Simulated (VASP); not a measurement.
# LiH (R3m) in VASP: a series of runs, part 2 of 2

VASP 6.6.1. Earlier steps stand in the parts before.

### 4 Single point, PBE (all H atoms moved +0.175 Å, as atom 2 along Cartesian [1 1 1])

INCAR

```
SYSTEM = LiH
PREC = Accurate
ENCUT = 750
EDIFF = 1E-6
ISMEAR = 0
SIGMA = 0.05
LREAL = .FALSE.
LASPH = .TRUE.
NELM = 120
ALGO = Normal
ISIF = 2
LWAVE = .FALSE.
LCHARG = .TRUE.
GGA = PE
LELF = .TRUE.
LVHAR = .TRUE.
NBANDS = 9
GGA_COMPAT = .FALSE.
```

KPOINTS

```
Automatic mesh
0
G
  10 10 10
  0 0 0
```

POSCAR

```
LiH
1.0
    0.0000000000      2.0325000000      2.0325000000
    2.0325000000      0.0000000000      2.0325000000
    2.0325000000      2.0325000000      0.0000000000
Li H
1 1
Direct
    0.0000000000      0.0000000000      0.0000000000
    0.5248551776      0.5248551776      0.5248551776
```

Potentials or basis: VASP PAW PBE potentials, release 64 (Li_sv, H).

Started as:

```
cat potpaw_PBE.64/Li_sv/POTCAR potpaw_PBE.64/H/POTCAR > POTCAR
mpirun -np 1 vasp_std > vasp.out
```

OUTCAR:

```text
SYSTEM = LiH
   PREC = Accurate
   ENCUT = 750
   EDIFF = 1E-6
   ISMEAR = 0
   LREAL = .FALSE.
   LASPH = .TRUE.
   NELM = 120
   ISIF = 2
   GGA = PE

 ion  position               nearest neighbor table
   1  0.000  0.000  0.000-
   2  0.525  0.525  0.525-

  LATTYP: Found a face centered cubic cell.
 ALAT       =     4.0650000000

  Lattice vectors:

 A1 = (   0.0000000000,   2.0325000000,   2.0325000000)
 A2 = (   2.0325000000,   0.0000000000,   2.0325000000)
 A3 = (   2.0325000000,   2.0325000000,   0.0000000000)

Analysis of symmetry for initial positions (statically):
=====================================================================
 Subroutine PRICEL returns:
 Original cell was already a primitive cell.

 Routine SETGRP: Setting up the symmetry group for a
 face centered cubic supercell.

 Subroutine GETGRP returns: Found  6 space group operations
 (whereof  6 operations were pure point group operations)
 out of a pool of 48 trial point group operations.

The static configuration has the point symmetry C_3v.

Analysis of symmetry for dynamics (positions and initial velocities):
=====================================================================
 Subroutine PRICEL returns:
 Original cell was already a primitive cell.

 Routine SETGRP: Setting up the symmetry group for a
 face centered cubic supercell.

 Subroutine GETGRP returns: Found  6 space group operations
 (whereof  6 operations were pure point group operations)
 out of a pool of 48 trial point group operations.

The dynamic configuration has the point symmetry C_3v.

 Subroutine INISYM returns: Found  6 space group operations
 (whereof  6 operations are pure point group operations),
 and found     1 'primitive' translations

----------------------------------------------------------------------------------------

                                     Primitive cell

  volume of cell :      16.7927

  direct lattice vectors                    reciprocal lattice vectors
     0.000000000  2.032500000  2.032500000    -0.246002460  0.246002460  0.246002460
     2.032500000  0.000000000  2.032500000     0.246002460 -0.246002460  0.246002460
     2.032500000  2.032500000  0.000000000     0.246002460  0.246002460 -0.246002460

  length of vectors
     2.874389066  2.874389066  2.874389066     0.426088760  0.426088760  0.426088760

  position of ions in fractional coordinates (direct lattice)
     0.000000000  0.000000000  0.000000000
     0.524855178  0.524855178  0.524855178

  ion indices of the primitive-cell ions
   primitive index   ion index
                 1           1
                 2           2

----------------------------------------------------------------------------------------

 KPOINTS: Automatic mesh

Automatic generation of k-mesh.
 Grid dimensions read from file:
 generate k-points for:   10   10   10

 Generating k-lattice:

  Cartesian coordinates                     Fractional coordinates (reciprocal lattice)
    -0.024600246  0.024600246  0.024600246     0.100000000  0.000000000  0.000000000
     0.024600246 -0.024600246  0.024600246     0.000000000  0.100000000  0.000000000
     0.024600246  0.024600246 -0.024600246     0.000000000  0.000000000  0.100000000

  Length of vectors
     0.042608876  0.042608876  0.042608876

  Shift w.r.t. Gamma in fractional coordinates (k-lattice)
     0.000000000  0.000000000  0.000000000

 Subroutine IBZKPT returns following result:
 ===========================================

 Found    116 irreducible k-points:

 Following reciprocal coordinates:
            Coordinates               Weight
  0.000000  0.000000  0.000000      1.000000
  0.100000  0.000000  0.000000      6.000000
  0.100000  0.100000  0.100000      2.000000
  0.200000  0.000000  0.000000      6.000000
  0.200000  0.200000  0.200000      2.000000
  0.300000  0.000000  0.000000      6.000000
[... 16 lines left out ...]
  0.100000  0.100000 -0.400000      6.000000
  0.500000  0.400000  0.500000      6.000000
 [... further k-points ...]
   k-points           NKPTS =    116   k-points in BZ     NKDIM =    116   number of bands    NBANDS=      9
   number of dos      NEDOS =    301   number of ions     NIONS =      2
   total plane-waves  NPLWV =  21952
   dimension x,y,z NGX =    28 NGY =   28 NGZ =   28
   dimension x,y,z NGXF=    56 NGYF=   56 NGZF=   56
   ions per type =               1   1
   NGX,Y,Z   is equivalent  to a cutoff of  16.19, 16.19, 16.19 a.u.
   NGXF,Y,Z  is equivalent  to a cutoff of  32.39, 32.39, 32.39 a.u.
 SYSTEM =  LiH
   PREC   = accura    normal or accurate (medium, high low for compatibility)
   ISTART =      0    job   : 0-new  1-cont  2-samecut
   ICHARG =      2    charge: 1-file 2-atom 10-const
   ISPIN  =      1    spin polarized calculation?
   LNONCOLLINEAR =      F non collinear calculations
   LSORBIT =      F    spin-orbit coupling
   LASPH  =      T    aspherical Exc in radial PAW
   ENCUT  =  750.0 eV  55.12 Ry    7.42 a.u.   6.42  6.42  6.42*2*pi/ulx,y,z
   NELM   =    120;   NELMIN=  2; NELMDL= -5     # of ELM steps
   EDIFF  = 0.1E-05   stopping-criterion for ELM
   LREAL  =      F    real-space projection
   EDIFFG = 0.1E-04   stopping-criterion for IOM
   NSW    =      0    number of steps for IOM
   IBRION =     -1    ionic relax: 0-MD 1-quasi-New 2-CG
   NFREE  =      0    steps in history (QN), initial steepest desc. (CG)
   ISIF   =      2    stress and relaxation
   ISYM   =      2    0-nonsym 1-usesym 2-fastsym
   POTIM  = 0.5000    time-step for ionic-motion
   TEBEG  =    0.0;   TEEND  =   0.0 temperature during run
   PSTRESS=    0.0 pullay stress
   NELECT =       4.0000    total number of electrons
   NUPDOWN=      -1.0000    fix difference up-down
   EMIN   =  10.00;   EMAX   =-10.00  energy-range for DOS
   EFERMI =   0.00;   METHOD = LEGACY
   ISMEAR =     0;   SIGMA  =   0.05  broadening in eV -4-tet -1-fermi 0-gaus
   EFERMI_NEDOS =   21; number of points for ismear=-14 and -15
   IALGO  =     38    algorithm
   IMIX   =      4    mixing-type and parameters
     AMIX     =   0.40;   BMIX     =  1.00
     AMIX_MAG =   1.60;   BMIX_MAG =  1.00
  volume/ion in A,a.u.               =       8.40        56.66
  Fermi-wavevector in a.u.,A,eV,Ry     =   1.014817  1.917726 14.012000  1.029853
  Thomas-Fermi vector in A             =   2.148066
   LORBIT       =      0    0 simple, 1 ext, 2 COOP (PROOUT), +10 PAW based schemes
   GGA     = PE    functional components
   LHFCALC =     F    Hartree Fock is set to
   AEXX    =    0.0000 exact exchange contribution
   IVDW    =     0    specifies the selected vdW correction
   LEPSILON=     F    determine dielectric tensor
   LRPA    =     F    only Hartree local field effects (RPA)
 non-spin polarized calculation
 Gauss-broadening in eV      SIGMA  =   0.05
  energy-cutoff  :      750.00
  volume of cell :       16.79
 maximum number of plane-waves:       801
 NGX is ok and might be reduce to    28
   NGX = 13   NGY = 13   NGZ = 13

 number of electron       3.9999998 magnetization

 Free energy of the ion-electron system (eV)
  ---------------------------------------------------
  ext. energy  EPLUGINS =         0.00000000
  ---------------------------------------------------
  free energy    TOTEN  =        -6.10894940 eV

  energy without entropy =       -6.10894940  energy(sigma->0) =       -6.10894940

 E-fermi :   0.2056     XC(G=0):  -8.3700

 val. band max:       -0.1766172271   @ k =   0.5000   0.5000   0.0000
 cond. band min:       3.0029041526   @ k =   0.5000   0.5000   0.0000
 fundamental gap:      3.1795213797
 Fermi energy:         0.2056397060

 k-point     1 :       0.0000    0.0000    0.0000
  band No.  band energies     occupation
      1     -44.4157      2.00000
      2      -5.3771      2.00000
      3      14.9483      0.00000
      4      17.3542      0.00000
      5      17.3542      0.00000
      6      18.0512      0.00000
      7      21.8799      0.00000
      8      21.9670      0.00000
      9      21.9670      0.00000

 k-point     2 :       0.1000    0.0000    0.0000
  band No.  band energies     occupation
      1     -44.4120      2.00000
      2      -5.2045      2.00000
      3      13.8435      0.00000
      4      16.1075      0.00000
      5      16.9740      0.00000
      6      17.6277      0.00000
      7      21.4042      0.00000
      8      22.6957      0.00000
      9      22.7868      0.00000
[... 253 lines left out ...]
 k-point    24 :       0.5000    0.4000    0.5000
  band No.  band energies     occupation
      1     -44.3753      2.00000
      2      -2.4220      2.00000
      3       4.6960      0.00000
      4      11.9391      0.00000
      5      14.5872      0.00000
      6      15.5485      0.00000
      7      20.5029      0.00000
      8      20.9165      0.00000
      9      26.1489      0.00000

 [... further k-points ...]
[... 5 lines left out ...]
  --------------------------------------------------------------------------------------
  -------------------------------------------------------------------------------------
  Total       -0.1274050     -0.1274050     -0.1274050     -0.0074657     -0.0074657     -0.0074657
  in kB      -12.1555700    -12.1555700    -12.1555700     -0.7122979     -0.7122979     -0.7122979
  external PRESSURE =     -12.1555700 kB  Pullay stress =       0.0000000 kB

 VOLUME and BASIS-vectors are now :
 -----------------------------------------------------------------------------
  energy-cutoff  :      750.00
  volume of cell :       16.79
      direct lattice vectors                 reciprocal lattice vectors
     0.000000000  2.032500000  2.032500000    -0.246002460  0.246002460  0.246002460
     2.032500000  0.000000000  2.032500000     0.246002460 -0.246002460  0.246002460
     2.032500000  2.032500000  0.000000000     0.246002460  0.246002460 -0.246002460

 POSITION                                       TOTAL-FORCE (eV/Angst)
 -----------------------------------------------------------------------------------
      0.00000      0.00000      0.00000         0.094850      0.094850      0.094850
      2.13354      2.13354      2.13354        -0.094850     -0.094850     -0.094850
 -----------------------------------------------------------------------------------
    total drift:                                0.000086      0.000086      0.000086

  FREE ENERGIE OF THE ION-ELECTRON SYSTEM (eV)
  ---------------------------------------------------
  free  energy   TOTEN  =        -6.1089493977 eV

  energy  without entropy=       -6.1089493977  energy(sigma->0) =       -6.10894940
```

stdout:

```text
POSCAR found type information on POSCAR LiH
 POSCAR found :  2 types and       2 ions
 scaLAPACK will be used
 LDA part: xc-table for (Slater+PW92), standard interpolation
 POSCAR, INCAR and KPOINTS ok, starting setup
 FFT: planning ... GRIDC
 FFT: planning ... GRID_SOFT
 FFT: planning ... GRID
 WAVECAR not read
 entering main loop
```

Run time: 14 s. Hardware: 1 thread of Intel Xeon 6975P-C (Granite Rapids), shared host; peak memory 0.16 GiB.

What came out:

```yaml
Free_energy: -6.1089 eV
Pressure: -1.2 GPa
Largest_force: 0.164 eV/Å
Band_gap_on_the_k_mesh: 3.18 eV, direct
```

Forces in eV/Å, atoms in the order of the input:
```
Li   0.095  0.095  0.095
H   -0.095 -0.095 -0.095
```

Caveat: the cell differs from its parent crystal (all H atoms moved +0.175 Å, as atom 2 along Cartesian [1 1 1]). A k mesh can miss the band edges.
